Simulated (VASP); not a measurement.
InP: single point with PBE-based screened hybrid

InP:

```xyz
2
Lattice="0.0000 2.9538 2.9538 2.9538 0.0000 2.9538 2.9538 2.9538 0.0000" Properties=species:S:1:pos:R:3 pbc="T T T"
In    0.0000    0.0000    0.0000
P     1.4769    1.4769    1.4769
```

```yaml
Program: VASP 6.6.1
Task: single point
Functional: PBE-based screened hybrid
Potentials_or_basis: VASP PAW PBE potentials, release 64 (In_d, P)
Cutoff: 520 eV
k_mesh: 4 × 4 × 4
Occupations: gaussian, width 0.01 eV
Spin: no spin polarisation
Dipole_correction: no
Grid_for_exact_exchange_PRECFOCK: Normal
Share_of_exact_exchange: 0.35
Further_INCAR_settings: ALGO = Normal; EDIFF = 1e-06; NBANDS = 16
Screening_parameter: 0.1 1/Å
```

The pressure is -1.3 GPa and the band gap on the k mesh is 2.20 eV, direct.

Levels at points of the mesh, in eV from the valence-band top:
| k point | band 6 | band 7 | band 8 | band 9 | band 10 | band 11 | band 12 | band 13 |
| --- | --- | --- | --- | --- | --- | --- | --- | --- |
| (0.00, 0.00, 0.00) | -13.10 | 0.00 | 0.00 | 0.00 | 2.20 | 5.75 | 5.75 | 5.75 |
| (0.50, 0.00, 0.00) | -11.24 | -6.36 | -1.07 | -1.07 | 3.01 | 6.49 | 6.49 | 8.86 |
| (0.50, 0.50, 0.00) | -10.53 | -6.37 | -2.56 | -2.56 | 3.13 | 3.78 | 11.28 | 11.80 |

Run time: 8.5 min on 1 thread of Intel Xeon 8259CL, with other jobs on the host, peak memory 0.28 GiB.

Caveat: the k points lie up to 0.46 Å⁻¹ apart; the PAW data sets were made with another functional, which shifts forces and pressure a little; spin-orbit coupling is left out, which moves the levels of the heavy elements.
